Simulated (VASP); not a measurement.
# TiCuC4N4 (P-43m) in VASP: further runs

The runs below take TiCuC4N4 through single point, with PBE.

Everything below comes from runs of VASP 6.6.1. Logs are shortened: lines on timing, memory, paths and dates and some standing lists are left out, and cuts for length are marked.

## Step 1: The cell of the first run

The structure is cubic, space group P-43m (No. 215). Conventional cell: a = 5.865 Å, b = 5.865 Å, c = 5.865 Å, α = 90.00°, β = 90.00°, γ = 90.00°. Ti (site symmetry -43m) has 4 N at 1.98 Å within 2.6 Å. Cu (site symmetry -43m) has 4 C at 1.92 Å within 2.5 Å. C (site symmetry 3m) has 1 N at 1.18 Å within 1.6 Å. N (site symmetry 3m) has 1 C at 1.18 Å within 1.6 Å.

## Step 2: Single point, PBE, collinear spin

The input, INCAR:

```
ALGO = Normal
EDIFF = 1E-7
ENCUT = 520
GGA = PE
ISIF = 2
ISMEAR = 0
ISPIN = 2
LASPH = T
LCHARG = F
LMAXMIX = 4
LORBIT = 11
LREAL = F
LWAVE = F
MAGMOM = 1 -1 0 0 0 0 0 0 0 0
NBANDS = 44
NELM = 150
PREC = Accurate
SIGMA = 0.1
```

The input, KPOINTS:

```
k-points
0
Gamma
  4 4 4
```

The input, POSCAR:

```
TiCuC4N4
1.0
    5.8652772633      0.0000000000      0.0000000000
    0.0000000000      5.8652772633      0.0000000000
    0.0000000000      0.0000000000      5.8652772633
Ti Cu C N
1 1 4 4
Direct
    0.5000000000      0.5000000000      0.5000000000
    0.0000000000      0.0000000000      0.0000000000
    0.1889462049      0.1889462049      0.1889462049
    0.1889462049      0.8110537951      0.8110537951
    0.8110537951      0.1889462049      0.8110537951
    0.8110537951      0.8110537951      0.1889462049
    0.3052545183      0.3052545183      0.3052545183
    0.3052545183      0.6947454817      0.6947454817
    0.6947454817      0.3052545183      0.6947454817
    0.6947454817      0.6947454817      0.3052545183
```

Potentials or basis: VASP PAW PBE potentials, release 64 (Ti_sv, Cu, C, N).

The run is started by

```sh
> cat potpaw_PBE.64/Ti_sv/POTCAR potpaw_PBE.64/Cu/POTCAR potpaw_PBE.64/C/POTCAR potpaw_PBE.64/N/POTCAR > POTCAR
> mpirun -np 1 vasp_std > vasp.out
```

OUTCAR:

```text
EDIFF = 1E-7
   ENCUT = 520
   GGA = PE
   ISIF = 2
   ISMEAR = 0
   ISPIN = 2
   LASPH = T
   LORBIT = 11
   LREAL = F
   NELM = 150
   PREC = Accurate

 ion  position               nearest neighbor table
   1  0.500  0.500  0.500-   7 1.98   8 1.98   9 1.98  10 1.98
   2  0.000  0.000  0.000-   3 1.92   4 1.92   5 1.92   6 1.92
   3  0.189  0.189  0.189-   7 1.18   2 1.92
   4  0.189  0.811  0.811-   8 1.18   2 1.92
   5  0.811  0.189  0.811-   9 1.18   2 1.92
   6  0.811  0.811  0.189-  10 1.18   2 1.92
   7  0.305  0.305  0.305-   3 1.18   1 1.98
   8  0.305  0.695  0.695-   4 1.18   1 1.98
   9  0.695  0.305  0.695-   5 1.18   1 1.98
  10  0.695  0.695  0.305-   6 1.18   1 1.98

  LATTYP: Found a simple cubic cell.
 ALAT       =     5.8652772633

  Lattice vectors:

 A1 = (   5.8652772633,   0.0000000000,   0.0000000000)
 A2 = (   0.0000000000,   5.8652772633,   0.0000000000)
 A3 = (   0.0000000000,   0.0000000000,   5.8652772633)

Analysis of symmetry for initial positions (statically):
=====================================================================
 Subroutine PRICEL returns:
 Original cell was already a primitive cell.

 Routine SETGRP: Setting up the symmetry group for a
 simple cubic supercell.

 Subroutine GETGRP returns: Found 24 space group operations
 (whereof 24 operations were pure point group operations)
 out of a pool of 48 trial point group operations.

The static configuration has the point symmetry T_d .

Analysis of symmetry for dynamics (positions and initial velocities):
=====================================================================
 Subroutine PRICEL returns:
 Original cell was already a primitive cell.

 Routine SETGRP: Setting up the symmetry group for a
 simple cubic supercell.

 Subroutine GETGRP returns: Found 24 space group operations
 (whereof 24 operations were pure point group operations)
 out of a pool of 48 trial point group operations.

The dynamic configuration has the point symmetry T_d .

Analysis of structural, dynamic, and magnetic symmetry:
=====================================================================
 Subroutine PRICEL returns:
 Original cell was already a primitive cell.

 Routine SETGRP: Setting up the symmetry group for a
 simple cubic supercell.

 Subroutine GETGRP returns: Found 24 space group operations
 (whereof 24 operations were pure point group operations)
 out of a pool of 48 trial point group operations.

The overall configuration has the point symmetry T_d .
[... 148 lines left out ...]

 E-fermi :   0.1643     XC(G=0):  -7.2339

 val. band max:        0.1636089122   @ k =   0.2500   0.2500   0.0000
 cond. band min:       0.1642938465   @ k =   0.2500   0.2500   0.2500
 fundamental gap:      0.0006849343
 Fermi energy:         0.1642929545

 spin component 1

 k-point     1 :       0.0000    0.0000    0.0000
  band No.  band energies     occupation
      1     -58.2317      1.00000
      2     -34.5092      1.00000
      3     -34.5092      1.00000
      4     -34.5092      1.00000
      5     -18.3638      1.00000
      6     -18.2326      1.00000
[... 429 lines left out ...]
     40       4.6032      0.00000
     41       4.6032      0.00000
 Fermi energy:         0.1642929545

 spin component 2

 k-point     1 :       0.0000    0.0000    0.0000
  band No.  band energies     occupation
      1     -57.4629      1.00000
      2     -33.7460      1.00000
      3     -33.7460      1.00000
      4     -33.7460      1.00000
      5     -18.3578      1.00000
      6     -18.2273      1.00000
[... 429 lines left out ...]
     40       4.6644      0.00000
     41       4.8384      0.00000
 [bands above 41 left out]

------------------------ aborting loop because EDIFF is reached ----------------------------------------

  FORCE on cell =-STRESS in cart. coord.  units (eV):
  Direction    XX          YY          ZZ          XY          YZ          ZX
  --------------------------------------------------------------------------------------
  -------------------------------------------------------------------------------------
  Total        0.6131902      0.6131902      0.6131902      0.0000000      0.0000000      0.0000000
  in kB        4.8690039      4.8690039      4.8690039      0.0000000      0.0000000      0.0000000
  external PRESSURE =       4.8690039 kB  Pullay stress =       0.0000000 kB

 VOLUME and BASIS-vectors are now :
 -----------------------------------------------------------------------------
  energy-cutoff  :      520.00
  volume of cell :      201.77
      direct lattice vectors                 reciprocal lattice vectors
     5.865277263  0.000000000  0.000000000     0.170494924  0.000000000  0.000000000
     0.000000000  5.865277263  0.000000000     0.000000000  0.170494924  0.000000000
     0.000000000  0.000000000  5.865277263     0.000000000  0.000000000  0.170494924

 POSITION                                       TOTAL-FORCE (eV/Angst)
 -----------------------------------------------------------------------------------
      2.93264      2.93264      2.93264        -0.000000      0.000000      0.000000
      0.00000      0.00000      0.00000        -0.000000      0.000000      0.000000
      1.10822      1.10822      1.10822        -0.174377     -0.174377     -0.174377
      1.10822      4.75706      4.75706        -0.174377      0.174377      0.174377
      4.75706      1.10822      4.75706         0.174377     -0.174377      0.174377
      4.75706      4.75706      1.10822         0.174377      0.174377     -0.174377
      1.79040      1.79040      1.79040         0.181970      0.181970      0.181970
      1.79040      4.07487      4.07487         0.181970     -0.181970     -0.181970
      4.07487      1.79040      4.07487        -0.181970      0.181970     -0.181970
      4.07487      4.07487      1.79040        -0.181970     -0.181970      0.181970
 -----------------------------------------------------------------------------------
    total drift:                               -0.000000     -0.000000      0.000000

  FREE ENERGIE OF THE ION-ELECTRON SYSTEM (eV)
  ---------------------------------------------------
  free  energy   TOTEN  =       -80.2514266672 eV

  energy  without entropy=      -80.1964296020  energy(sigma->0) =      -80.22392813

 total charge

# of ion       s       p       d       tot
------------------------------------------
    1        2.203   6.181   1.863  10.247
    2        0.460   0.687   9.066  10.213
    3        0.970   1.557   0.000   2.526
    4        0.970   1.557   0.000   2.526
    5        0.970   1.557   0.000   2.526
    6        0.970   1.557   0.000   2.526
    7        1.299   2.637   0.000   3.936
    8        1.299   2.637   0.000   3.936
    9        1.299   2.637   0.000   3.936
   10        1.299   2.637   0.000   3.936
--------------------------------------------------
tot         11.739  23.641  10.929  46.309

 magnetization (x)

# of ion       s       p       d       tot
------------------------------------------
    1        0.006   0.005   0.755   0.766
    2       -0.002  -0.004   0.009   0.003
    3        0.002   0.030   0.000   0.032
    4        0.002   0.030   0.000   0.032
    5        0.002   0.030   0.000   0.032
    6        0.002   0.030   0.000   0.032
    7       -0.003  -0.021   0.000  -0.024
    8       -0.003  -0.021   0.000  -0.024
    9       -0.003  -0.021   0.000  -0.024
   10       -0.003  -0.021   0.000  -0.024
--------------------------------------------------
tot          0.002   0.035   0.764   0.802
```

OSZICAR:

```text
N       E                     dE             d eps       ncg     rms          rms(c)
DAV:   1     0.622123444489E+03    0.62212E+03   -0.25967E+04  1760   0.129E+03
DAV:   2     0.185767352745E+02   -0.60355E+03   -0.55787E+03  1920   0.360E+02
[... 13 lines left out ...]
DAV:  16    -0.802515053375E+02   -0.12124E-03   -0.18023E-03  2696   0.396E-01    0.837E-02
DAV:  17    -0.802514333382E+02    0.71999E-04   -0.29278E-04  2628   0.252E-01    0.314E-02
DAV:  18    -0.802514253955E+02    0.79427E-05   -0.77905E-05  2748   0.146E-01    0.758E-03
DAV:  19    -0.802514270899E+02   -0.16945E-05   -0.15050E-05  2236   0.207E-02    0.524E-03
DAV:  20    -0.802514267418E+02    0.34813E-06   -0.97183E-07  2524   0.111E-02    0.251E-03
DAV:  21    -0.802514266672E+02    0.74615E-07   -0.70108E-07  2496   0.855E-03
   1 F= -.80251427E+02 E0= -.80223928E+02  d E =-.549971E-01  mag=     1.0000
```

stdout:

```text
POSCAR found type information on POSCAR TiCuC N
 POSCAR found :  4 types and      10 ions
 scaLAPACK will be used
 LDA part: xc-table for (Slater+PW92), standard interpolation
 POSCAR, INCAR and KPOINTS ok, starting setup
 FFT: planning ... GRIDC
 FFT: planning ... GRID_SOFT
 FFT: planning ... GRID
 WAVECAR not read
 entering main loop
```

It took 6.8 min on 1 thread of Intel Xeon Platinum 8259CL at 2.50GHz (Skylake/Cascade Lake), shared host; peak memory 0.49 GiB.

What came out:

| Property | Result |
| --- | --- |
| Free energy | -80.2514 eV |
| Pressure | 0.5 GPa |
| Largest force | 0.315 eV/Å |
| Band gap on the k mesh | zero (filled and empty bands overlap) |
| Net moment | 1.00 μB per cell |
| Site moments | Ti +0.77; Cu +0.00; C +0.03; N -0.02 μB |
| Valence electrons inside the program's atomic spheres | Ti 10.25; Cu 10.21; C 2.53; N 3.94 |

Forces in eV/Å, atoms in the order of the input:
```
Ti   0.000  0.000  0.000
Cu   0.000  0.000  0.000
C   -0.174 -0.174 -0.174
C   -0.174  0.174  0.174
C    0.174 -0.174  0.174
C    0.174  0.174 -0.174
N    0.182  0.182  0.182
N    0.182 -0.182 -0.182
N   -0.182  0.182 -0.182
N   -0.182 -0.182  0.182
```

Caveat: a cell with one magnetic atom can't hold antiferromagnetic order, which such compounds often take. With open d or f shells a metallic result of PBE can be an artefact of self-interaction; +U or a hybrid may open a gap.

## Step 3: Single point, PBE, collinear spin

This run uses another cell than the first one, of 20.63 Å³/atom.

The input, INCAR:

```
SYSTEM = TiCuC4N4
ALGO     = Normal         ! electronic algorithm
EDIFF    = 1E-7           ! SCF threshold, eV
ENCUT    = 520            ! plane-wave cutoff, eV
GGA      = PE             ! functional
ISIF     = 2              ! what is computed and relaxed
ISMEAR   = 0              ! smearing method
ISPIN    = 2              ! spin polarisation
LASPH    = .TRUE.         ! aspherical terms in the spheres
LCHARG   = .TRUE.         ! write CHGCAR
LELF     = .TRUE.         ! ELF
LMAXMIX  = 4              ! l up to which the mixer works
LORBIT   = 11             ! projections on sites
LREAL    = .FALSE.        ! projectors in reciprocal space
LVHAR    = .TRUE.       
LWAVE    = .FALSE.        ! write WAVECAR
MAGMOM   = 1 -1 0 0 0 0 0 0 0 0 ! initial moments
NBANDS   = 44             ! bands
NELM     = 150            ! most SCF steps
PREC     = Accurate       ! precision mode
SIGMA    = 0.1            ! smearing width, eV
```

The input, KPOINTS:

```
k-points
0
G
  4 4 4
  0 0 0
```

The input, POSCAR:

```
TiCuC4N4
1.0
    5.9086026500      0.0000000000      0.0000000000
    0.0000000000      5.9086026500      0.0000000000
    0.0000000000      0.0000000000      5.9086026500
Ti Cu C N
1 1 4 4
Direct
    0.5000000000      0.5000000000      0.5000000000
    0.0000000000      0.0000000000      0.0000000000
    0.1873167900      0.1873167900      0.1873167900
    0.1873167900      0.8126832100      0.8126832100
    0.8126832100      0.1873167900      0.8126832100
    0.8126832100      0.8126832100      0.1873167900
    0.3016415900      0.3016415900      0.3016415900
    0.3016415900      0.6983584100      0.6983584100
    0.6983584100      0.3016415900      0.6983584100
    0.6983584100      0.6983584100      0.3016415900
```

Potentials or basis: VASP PAW PBE potentials, release 64 (Ti_sv, Cu, C, N).

The run is started by

```sh
> cat potpaw_PBE.64/Ti_sv/POTCAR potpaw_PBE.64/Cu/POTCAR potpaw_PBE.64/C/POTCAR potpaw_PBE.64/N/POTCAR > POTCAR
> mpirun -np 1 vasp_std > vasp.out
```

OUTCAR:

```text
SYSTEM = TiCuC4N4
   EDIFF = 1E-7
   ENCUT = 520
   GGA = PE
   ISIF = 2
   ISMEAR = 0
   ISPIN = 2
   LASPH = .TRUE.
   LORBIT = 11
   LREAL = .FALSE.
   NELM = 150
   PREC = Accurate

 ion  position               nearest neighbor table
   1  0.500  0.500  0.500-   7 2.03   8 2.03   9 2.03  10 2.03
   2  0.000  0.000  0.000-   3 1.92   4 1.92   5 1.92   6 1.92
   3  0.187  0.187  0.187-   7 1.17   2 1.92
   4  0.187  0.813  0.813-   8 1.17   2 1.92
   5  0.813  0.187  0.813-   9 1.17   2 1.92
   6  0.813  0.813  0.187-  10 1.17   2 1.92
   7  0.302  0.302  0.302-   3 1.17   1 2.03
   8  0.302  0.698  0.698-   4 1.17   1 2.03
   9  0.698  0.302  0.698-   5 1.17   1 2.03
  10  0.698  0.698  0.302-   6 1.17   1 2.03

  LATTYP: Found a simple cubic cell.
[... 1120 lines left out ...]
      4.12632      1.78228      4.12632        -1.221956      1.221956     -1.221956
      4.12632      4.12632      1.78228        -1.221956     -1.221956      1.221956
 -----------------------------------------------------------------------------------
    total drift:                                0.000000      0.000000      0.000000

  FREE ENERGIE OF THE ION-ELECTRON SYSTEM (eV)
  ---------------------------------------------------
  free  energy   TOTEN  =       -80.1434362018 eV

  energy  without entropy=      -80.0890203723  energy(sigma->0) =      -80.11622829

 total charge

# of ion       s       p       d       tot
------------------------------------------
    1        2.183   6.149   1.802  10.133
    2        0.463   0.692   9.066  10.221
    3        0.974   1.578   0.000   2.551
    4        0.974   1.578   0.000   2.551
    5        0.974   1.578   0.000   2.551
    6        0.974   1.578   0.000   2.551
    7        1.300   2.641   0.000   3.941
    8        1.300   2.641   0.000   3.941
    9        1.300   2.641   0.000   3.941
   10        1.300   2.641   0.000   3.941
--------------------------------------------------
tot         11.740  23.716  10.867  46.323

 magnetization (x)

# of ion       s       p       d       tot
------------------------------------------
    1        0.006   0.005   0.806   0.817
    2       -0.001  -0.004  -0.003  -0.009
    3        0.001   0.023   0.000   0.024
    4        0.001   0.023   0.000   0.024
    5        0.001   0.023   0.000   0.024
    6        0.001   0.023   0.000   0.024
    7       -0.003  -0.019   0.000  -0.022
    8       -0.003  -0.019   0.000  -0.022
    9       -0.003  -0.019   0.000  -0.022
   10       -0.003  -0.019   0.000  -0.022
--------------------------------------------------
tot         -0.000   0.014   0.802   0.816
```

OSZICAR:

```text
N       E                     dE             d eps       ncg     rms          rms(c)
DAV:   1     0.624163006225E+03    0.62416E+03   -0.25800E+04  1760   0.128E+03
DAV:   2     0.163404293318E+02   -0.60782E+03   -0.55755E+03  1940   0.358E+02
DAV:   3    -0.896571922222E+02   -0.10600E+03   -0.10261E+03  2712   0.158E+02
[... 13 lines left out ...]
DAV:  17    -0.801434350931E+02   -0.13923E-04   -0.45709E-04  2708   0.233E-01    0.204E-02
DAV:  18    -0.801434349007E+02    0.19236E-06   -0.32836E-05  2536   0.550E-02    0.576E-03
DAV:  19    -0.801434358693E+02   -0.96857E-06   -0.35741E-06  2232   0.126E-02    0.335E-03
DAV:  20    -0.801434363257E+02   -0.45638E-06   -0.23674E-06  2104   0.283E-02    0.519E-03
DAV:  21    -0.801434361623E+02    0.16338E-06   -0.77997E-07  1992   0.175E-02    0.157E-03
DAV:  22    -0.801434362018E+02   -0.39499E-07   -0.23843E-07  1308   0.872E-03
   1 F= -.80143436E+02 E0= -.80116228E+02  d E =-.544158E-01  mag=     1.0000
```

stdout:

```text
POSCAR found type information on POSCAR TiCuC N
 POSCAR found :  4 types and      10 ions
 scaLAPACK will be used
 LDA part: xc-table for (Slater+PW92), standard interpolation
 POSCAR, INCAR and KPOINTS ok, starting setup
 FFT: planning ... GRIDC
 FFT: planning ... GRID_SOFT
 FFT: planning ... GRID
 WAVECAR not read
 entering main loop
```

Wall time 7.5 min (1 thread of Intel Xeon Platinum 8259CL at 2.50GHz (Skylake/Cascade Lake), shared host); peak memory 0.49 GiB.

Results:

| Property | Result |
| --- | --- |
| Free energy | -80.1434 eV |
| Pressure | 0.5 GPa |
| Largest force | 2.116 eV/Å |
| Band gap on the k mesh | zero (filled and empty bands overlap) |
| Net moment | 1.00 μB per cell |
| Site moments | Ti +0.82; Cu -0.01; C +0.02; N -0.02 μB |
| Valence electrons inside the program's atomic spheres | Ti 10.13; Cu 10.22; C 2.55; N 3.94 |

Forces in eV/Å, atoms in the order of the input:
```
Ti   0.000  0.000  0.000
Cu   0.000  0.000  0.000
C   -0.799 -0.799 -0.799
C   -0.799  0.799  0.799
C    0.799 -0.799  0.799
C    0.799  0.799 -0.799
N    1.222  1.222  1.222
N    1.222 -1.222 -1.222
N   -1.222  1.222 -1.222
N   -1.222 -1.222  1.222
```

Caveat: a cell with one magnetic atom can't hold antiferromagnetic order, which such compounds often take; forces of over 1 eV/Å act on the atoms, so gaps and moduli don't describe the material at rest. With open d or f shells a metallic result of PBE can be an artefact of self-interaction; +U or a hybrid may open a gap.
